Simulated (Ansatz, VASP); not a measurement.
## CdSe in VASP and in Ansatz

```
Cd Se
1.0
     0.00000    3.07027    3.07027
     3.07027    0.00000    3.07027
     3.07027    3.07027    0.00000
Cd Se
1 1
Direct
  0.00000 0.00000 0.00000
  0.25000 0.25000 0.25000
```

Alike in both runs: task relaxation of cell and atoms; functional LDA; k mesh 10 × 10 × 10; occupations gaussian, width 0.01 eV; no spin polarisation.

```csv
,VASP,Ansatz
version,VASP 6.6.1,Ansatz 0.2.0
potentials or method,"VASP PAW LDA potentials, release 64 (Cd, Se), cutoff 600 eV","scalar-relativistic, plane waves, PAW"
valence electrons in the cell,18,36
```

|  | VASP | Ansatz | Ansatz less VASP |
| --- | --- | --- | --- |
| gap on the k mesh at the Fermi level, each at its own relaxed structure (eV) | 0.42 | 0.41 | -0.018 |
| relaxed volume (Å³/atom) | 27.31 | 27.11 | -0.203 |
| relaxed cell length with the largest relative difference (Å) | 4.259 | 4.248 | -0.0106 |

Ansatz warns that its potentials were made for another functional, while VASP's fit it. LDA's correlation is that of Perdew and Zunger in VASP and of Perdew and Wang (1992) in Ansatz. VASP's potentials hold 18 valence electrons a cell and Ansatz's 36, so a difference there can come from the potentials and not from the codes.
